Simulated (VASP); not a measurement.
# ZrC (P6_3/mmc) in VASP: a series of runs

Aim: see how the results for ZrC move with the level of theory and the settings. Levels: PBEsol, PBEsol+U. Tasks: single point.

Program: VASP 6.6.1. These are calculated values, not measurements. Logs are shortened: lines on timing, memory, paths and dates and some standing lists are left out, and cuts for length are marked.

### 1 The cell of the first run

The structure is hexagonal, space group P6_3/mmc (No. 194). Conventional cell: a = 3.459 Å, b = 3.459 Å, c = 5.290 Å, α = 90.00°, β = 90.00°, γ = 120.00°. Zr (site symmetry -6m2) has 6 C at 2.40 Å within 3.2 Å. Within 3.2 Å of C (site symmetry -3m) lie 6 Zr at 2.40 Å and 2 C at 2.65 Å.

### 2 Single point, PBEsol

Contents of INCAR:

```
SYSTEM = ZrC
ALGO = Normal ; EDIFF = 1E-6
ENCUT = 520 ; GGA = PS
ISIF = 2 ; ISMEAR = -1
LASPH = .True. ; LCHARG = .False.
LREAL = .False. ; LWAVE = .False.
NBANDS = 24 ; NELM = 60
PREC = Accurate ; SIGMA = 0.05
```

Contents of KPOINTS:

```
k-points
0
Gamma
  9 9 5
  0 0 0
```

Contents of POSCAR:

```
ZrC
1.0
    3.4593057972      0.0000000000      0.0000000000
   -1.7296528986      2.9958466999      0.0000000000
    0.0000000000      0.0000000000      5.2900530000
Zr C
2 2
Direct
    0.6666666667      0.3333333333      0.7500000000
    0.3333333333      0.6666666667      0.2500000000
    0.0000000000      0.0000000000      0.5000000000
    0.0000000000      0.0000000000      0.0000000000
```

Potentials or basis: VASP PAW PBE potentials, release 64 (Zr_sv, C).

Run with:

```console
cat potpaw_PBE.64/Zr_sv/POTCAR potpaw_PBE.64/C/POTCAR > POTCAR
mpirun -np 1 vasp_std > vasp.out
```

OUTCAR:

```text
SYSTEM = ZrC
   EDIFF = 1E-6
   ENCUT = 520
   GGA = PS
   ISIF = 2
   ISMEAR = -1
   LASPH = .True.
   LREAL = .False.
   NELM = 60
   PREC = Accurate

 ion  position               nearest neighbor table
   1  0.667  0.333  0.750-   3 2.40   4 2.40   3 2.40   4 2.40   3 2.40   4 2.40   2 3.31   2 3.31
                             2 3.31   2 3.31   2 3.31   2 3.31
   2  0.333  0.667  0.250-   3 2.40   4 2.40   3 2.40   4 2.40   3 2.40   4 2.40   1 3.31   1 3.31
                             1 3.31   1 3.31   1 3.31   1 3.31
   3  0.000  0.000  0.500-   1 2.40   2 2.40   1 2.40   2 2.40   1 2.40   2 2.40
   4  0.000  0.000  0.000-   1 2.40   2 2.40   1 2.40   2 2.40   1 2.40   2 2.40

  LATTYP: Found a hexagonal cell.
 ALAT       =     3.4593057972
 C/A-ratio  =     1.5292238704

  Lattice vectors:

 A1 = (   3.4593057972,   0.0000000000,   0.0000000000)
 A2 = (  -1.7296528986,   2.9958466999,   0.0000000000)
 A3 = (   0.0000000000,   0.0000000000,   5.2900530000)

Analysis of symmetry for initial positions (statically):
=====================================================================
 Subroutine PRICEL returns:
 Original cell was already a primitive cell.

 Routine SETGRP: Setting up the symmetry group for a
 hexagonal supercell.

 Subroutine GETGRP returns: Found 24 space group operations
 (whereof 12 operations were pure point group operations)
 out of a pool of 24 trial point group operations.

The static configuration has the point symmetry D_3d.
 The point group associated with its full space group is D_6h.

Analysis of symmetry for dynamics (positions and initial velocities):
=====================================================================
 Subroutine PRICEL returns:
 Original cell was already a primitive cell.

 Routine SETGRP: Setting up the symmetry group for a
 hexagonal supercell.

 Subroutine GETGRP returns: Found 24 space group operations
 (whereof 12 operations were pure point group operations)
 out of a pool of 24 trial point group operations.

The dynamic configuration has the point symmetry D_3d.
 The point group associated with its full space group is D_6h.

 Subroutine INISYM returns: Found 24 space group operations
 (whereof 12 operations are pure point group operations),
 and found     1 'primitive' translations

----------------------------------------------------------------------------------------

                                     Primitive cell

  volume of cell :      54.8237

  direct lattice vectors                    reciprocal lattice vectors
     3.459305797  0.000000000  0.000000000     0.289075340  0.166897725  0.000000000
    -1.729652899  2.995846700  0.000000000     0.000000000  0.333795451  0.000000000
     0.000000000  0.000000000  5.290053000     0.000000000  0.000000000  0.189034023

  length of vectors
     3.459305797  3.459305797  5.290053000     0.333795451  0.333795451  0.189034023

  position of ions in fractional coordinates (direct lattice)
     0.666666667  0.333333333  0.750000000
     0.333333333  0.666666667  0.250000000
     0.000000000  0.000000000  0.500000000
     0.000000000  0.000000000  0.000000000

  ion indices of the primitive-cell ions
   primitive index   ion index
                 1           1
                 2           2
                 3           3
                 4           4

----------------------------------------------------------------------------------------

 KPOINTS: k-points

Automatic generation of k-mesh.
 Grid dimensions read from file:
 generate k-points for:    9    9    5

 Generating k-lattice:

  Cartesian coordinates                     Fractional coordinates (reciprocal lattice)
     0.032119482  0.018544192  0.000000000     0.111111111 -0.000000000  0.000000000
     0.000000000  0.037088383  0.000000000     0.000000000  0.111111111  0.000000000
     0.000000000  0.000000000  0.037806805     0.000000000  0.000000000  0.200000000

  Length of vectors
     0.037088383  0.037088383  0.037806805

  Shift w.r.t. Gamma in fractional coordinates (k-lattice)
     0.000000000  0.000000000  0.000000000

 Subroutine IBZKPT returns following result:
 ===========================================

 Found     36 irreducible k-points:

 Following reciprocal coordinates:
            Coordinates               Weight
  0.000000  0.000000  0.000000      1.000000
  0.111111 -0.000000  0.000000      6.000000
  0.222222 -0.000000  0.000000      6.000000
  0.333333 -0.000000  0.000000      6.000000
  0.444444 -0.000000  0.000000      6.000000
  0.111111  0.111111  0.000000      6.000000
[... 16 lines left out ...]
  0.333333  0.222222  0.200000     24.000000
  0.333333  0.333333  0.200000      4.000000
 [... further k-points ...]
   k-points           NKPTS =     36   k-points in BZ     NKDIM =     36   number of bands    NBANDS=     24
   number of dos      NEDOS =    301   number of ions     NIONS =      4
   total plane-waves  NPLWV =  31360
   dimension x,y,z NGX =    28 NGY =   28 NGZ =   40
   dimension x,y,z NGXF=    56 NGYF=   56 NGZF=   80
   ions per type =               2   2
   NGX,Y,Z   is equivalent  to a cutoff of  13.46, 13.46, 12.57 a.u.
   NGXF,Y,Z  is equivalent  to a cutoff of  26.91, 26.91, 25.14 a.u.
 SYSTEM =  ZrC
   PREC   = accura    normal or accurate (medium, high low for compatibility)
   ISTART =      0    job   : 0-new  1-cont  2-samecut
   ICHARG =      2    charge: 1-file 2-atom 10-const
   ISPIN  =      1    spin polarized calculation?
   LNONCOLLINEAR =      F non collinear calculations
   LSORBIT =      F    spin-orbit coupling
   LASPH  =      T    aspherical Exc in radial PAW
   ENCUT  =  520.0 eV  38.22 Ry    6.18 a.u.   6.43  6.43  9.84*2*pi/ulx,y,z
   NELM   =     60;   NELMIN=  2; NELMDL= -5     # of ELM steps
   EDIFF  = 0.1E-05   stopping-criterion for ELM
   LREAL  =      F    real-space projection
   EDIFFG = 0.1E-04   stopping-criterion for IOM
   NSW    =      0    number of steps for IOM
   IBRION =     -1    ionic relax: 0-MD 1-quasi-New 2-CG
   NFREE  =      0    steps in history (QN), initial steepest desc. (CG)
   ISIF   =      2    stress and relaxation
   ISYM   =      2    0-nonsym 1-usesym 2-fastsym
   POTIM  = 0.5000    time-step for ionic-motion
   TEBEG  =    0.0;   TEEND  =   0.0 temperature during run
   PSTRESS=    0.0 pullay stress
   NELECT =      32.0000    total number of electrons
   NUPDOWN=      -1.0000    fix difference up-down
   EMIN   =  10.00;   EMAX   =-10.00  energy-range for DOS
   EFERMI =   0.00;   METHOD = LEGACY
   ISMEAR =    -1;   SIGMA  =   0.05  broadening in eV -4-tet -1-fermi 0-gaus
   EFERMI_NEDOS =   21; number of points for ismear=-14 and -15
   IALGO  =     38    algorithm
   IMIX   =      4    mixing-type and parameters
     AMIX     =   0.40;   BMIX     =  1.00
     AMIX_MAG =   1.60;   BMIX_MAG =  1.00
  volume/ion in A,a.u.               =      13.71        92.49
  Fermi-wavevector in a.u.,A,eV,Ry     =   1.368155  2.585438 25.468040  1.871848
  Thomas-Fermi vector in A             =   2.494144
   LORBIT       =      0    0 simple, 1 ext, 2 COOP (PROOUT), +10 PAW based schemes
   GGA     = PS    functional components
   LHFCALC =     F    Hartree Fock is set to
   AEXX    =    0.0000 exact exchange contribution
   IVDW    =     0    specifies the selected vdW correction
   LEPSILON=     F    determine dielectric tensor
   LRPA    =     F    only Hartree local field effects (RPA)
 non-spin polarized calculation
  energy-cutoff  :      520.00
  volume of cell :       54.82
 maximum number of plane-waves:      1495
 NGX is ok and might be reduce to    28
   NGX = 13   NGY = 13   NGZ = 19

 number of electron      32.0000000 magnetization

 Free energy of the ion-electron system (eV)
  ---------------------------------------------------
  ext. energy  EPLUGINS =         0.00000000
  ---------------------------------------------------
  free energy    TOTEN  =       -40.29154366 eV

  energy without entropy =      -40.28516661  energy(sigma->0) =      -40.28835514

 E-fermi :   9.2730     XC(G=0): -12.0144

 val. band max:        9.2670612390   @ k =   0.0000   0.0000   0.2000
 cond. band min:       9.3065506094   @ k =   0.2222   0.2222   0.2000
 fundamental gap:      0.0394893704
 Fermi energy:         9.2730338076

 k-point     1 :       0.0000    0.0000    0.0000
  band No.  band energies     occupation
      1     -39.1940      2.00000
      2     -39.0913      2.00000
      3     -17.7037      2.00000
      4     -17.1002      2.00000
      5     -17.1002      2.00000
      6     -17.0022      2.00000
[... 16 lines left out ...]
     23      13.3064      0.00000
     24      16.3460      0.00000

 k-point     2 :       0.1111   -0.0000    0.0000
  band No.  band energies     occupation
      1     -39.1864      2.00000
      2     -39.0891      2.00000
      3     -17.6731      2.00000
      4     -17.1580      2.00000
      5     -17.1231      2.00000
      6     -17.0557      2.00000
[... 16 lines left out ...]
     23      13.8575      0.00000
     24      15.8483      0.00000

 k-point     3 :       0.2222   -0.0000    0.0000
  band No.  band energies     occupation
      1     -39.1663      2.00000
      2     -39.0846      2.00000
      3     -17.5891      2.00000
      4     -17.3076      2.00000
      5     -17.1823      2.00000
      6     -17.1744      2.00000
[... 16 lines left out ...]
     23      14.6867      0.00000
     24      14.7306      0.00000
[... 514 lines left out ...]
 k-point    23 :       0.3333    0.2222    0.2000
  band No.  band energies     occupation
      1     -39.1076      2.00000
      2     -39.0887      2.00000
      3     -17.5603      2.00000
      4     -17.4575      2.00000
      5     -17.3623      2.00000
      6     -17.2197      2.00000
[... 16 lines left out ...]
     23      15.2536      0.00000
     24      15.4655      0.00000

 k-point    24 :       0.3333    0.3333    0.2000
  band No.  band energies     occupation
      1     -39.0957      2.00000
      2     -39.0957      2.00000
      3     -17.5313      2.00000
      4     -17.4261      2.00000
      5     -17.4261      2.00000
      6     -17.2695      2.00000
[... 16 lines left out ...]
     23      15.9813      0.00000
     24      16.1360      0.00000

 [... further k-points ...]
[... 5 lines left out ...]
  --------------------------------------------------------------------------------------
  -------------------------------------------------------------------------------------
  Total       -5.6287148     -5.6287148     -4.1061014      0.0000000      0.0000000      0.0000000
  in kB     -164.4944538   -164.4944538   -119.9973593      0.0000000      0.0000000      0.0000000
  external PRESSURE =    -149.6620890 kB  Pullay stress =       0.0000000 kB

 VOLUME and BASIS-vectors are now :
 -----------------------------------------------------------------------------
  energy-cutoff  :      520.00
  volume of cell :       54.82
      direct lattice vectors                 reciprocal lattice vectors
     3.459305797  0.000000000  0.000000000     0.289075340  0.166897725  0.000000000
    -1.729652899  2.995846700  0.000000000     0.000000000  0.333795451  0.000000000
     0.000000000  0.000000000  5.290053000     0.000000000  0.000000000  0.189034023

 POSITION                                       TOTAL-FORCE (eV/Angst)
 -----------------------------------------------------------------------------------
      1.72965      0.99862      3.96754        -0.000000      0.000000      0.000000
     -0.00000      1.99723      1.32251         0.000000     -0.000000      0.000000
      0.00000      0.00000      2.64503         0.000000     -0.000000      0.000000
      0.00000      0.00000      0.00000         0.000000     -0.000000      0.000000
 -----------------------------------------------------------------------------------
    total drift:                               -0.000000      0.000000     -0.000000

  FREE ENERGIE OF THE ION-ELECTRON SYSTEM (eV)
  ---------------------------------------------------
  free  energy   TOTEN  =       -40.2915436580 eV

  energy  without entropy=      -40.2851666144  energy(sigma->0) =      -40.28835514
```

Run time: 24 s. Hardware: 1 thread of Intel Xeon 6975P-C (Granite Rapids), shared host; peak memory 0.19 GiB.

What came out:

```yaml
Free_energy: -40.2915 eV
Pressure: -15.0 GPa
Band_gap_on_the_k_mesh: zero (band 16 reaches 10.16 eV, above the bottom of band 17 at 9.23 eV)
```

Caveat: the PAW data sets were made with another functional, which shifts forces and pressure a little.

(Continued in part 2 of 4.)
